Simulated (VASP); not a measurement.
Set up this calculation in VASP 6.6.1, as the native input.

* Task: relaxation of cell and atoms
* Functional: PBE
* Dispersion: D4
* Potentials or basis: VASP PAW PBE potentials, release 64 (Ga_d, N)
* Cutoff: 600 eV
* k mesh: 8 × 8 × 8
* Occupations: methfessel-paxton, width 0.02 eV
* Spin: no spin polarisation
* Dipole correction: no
* Further INCAR settings: ALGO = Normal; EDIFF = 1e-07; IBRION = 2; EDIFFG = -0.05; NSW = 80; ISIF = 3

The structure of GaN lies in POSCAR:

```
GaN
1.0
    0.0000000000      2.2535006100      2.2535006100
    2.2535006100      0.0000000000      2.2535006100
    2.2535006100      2.2535006100      0.0000000000
Ga N
1 1
Direct
    0.0000000000      0.0000000000      0.0000000000
    0.7500000000      0.7500000000      0.7500000000
```

The input as run:

INCAR

```
PREC = Accurate ; ENCUT = 600
EDIFF = 1E-7 ; ISMEAR = 1
SIGMA = 0.02 ; LREAL = F
LASPH = T ; NELM = 80
ALGO = Normal ; ISIF = 3
LWAVE = F ; LCHARG = F
GGA = PE ; IVDW = 13
IBRION = 2 ; NSW = 80
EDIFFG = -0.05
```

KPOINTS

```
regular mesh
0
Gamma
  8 8 8
```

Potentials or basis: VASP PAW PBE potentials, release 64 (Ga_d, N).

The run is started by

```sh
$ cat potpaw_PBE.64/Ga_d/POTCAR potpaw_PBE.64/N/POTCAR > POTCAR
$ mpirun -np 1 vasp_std > vasp.out
```

Results of the run:

```
Relaxed volume                         : 11.35 Å³/atom
Relaxed cell                           : a = 3.179 Å, b = 3.179 Å, c = 3.179 Å, α = 60.00°, β = 60.00°, γ = 60.00°
Space group after relaxing (to 0.05 Å) : F-43m (No. 216)
Energy gained by relaxing              : 0.0 meV/atom
Ionic steps                            : 2
Pressure after relaxing                : 0.7 GPa
Band gap on the k mesh                 : 1.77 eV, direct
Dispersion energy per atom             : -0.404 eV
```

Run time: 37 s on 1 thread of AMD EPYC 7R13, on a shared host, peak memory 0.14 GiB.
